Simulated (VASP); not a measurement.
Crystal: Cd2O.

```
Cd O
1.0
     0.00000    2.75805    2.75805
     2.75805    0.00000    2.75805
     2.75805    2.75805    0.00000
Cd O
2 1
Direct
  0.25000 0.25000 0.25000
  0.75000 0.75000 0.75000
  0.50000 0.50000 0.50000
```

Base run:

```yaml
Program: VASP 6.6.1
Functional: PBE
Potentials_or_basis: VASP PAW PBE potentials, release 64 (Cd, O)
Cutoff: 520 eV
k_mesh: 6 × 6 × 6
Occupations: methfessel-paxton, width 0.0164 eV
Spin: no spin polarisation
```

Its results: band gap on the k mesh 0.42 eV (least direct gap 1.12 eV); pressure 33.1 GPa.

After a change of settings the same cell gave: band gap on the k mesh 0.43 eV (least direct gap 1.10 eV); pressure 36.2 GPa. Which change was it?
A. k mesh from 6 × 6 × 6, through Γ to 6 × 6 × 6, shifted; further incar settings from ALGO = Normal; EDIFF = 1e-07; NBANDS = 22 to ALGO = Normal; EDIFF = 1e-07; NBANDS = 22; ISYM = 0
B. further incar settings from ALGO = Normal; EDIFF = 1e-07; NBANDS = 22 to ALGO = Normal; EDIFF = 1e-07; NBANDS = 22; ISYM = 0
C. functional from PBE to revPBE; further incar settings from ALGO = Normal; EDIFF = 1e-07; NBANDS = 22 to ALGO = Normal; EDIFF = 1e-06; NBANDS = 22

C.

Caveats: the cell stands under pressure; the PAW data sets were made with another functional, which shifts forces and pressure a little (at least some runs).
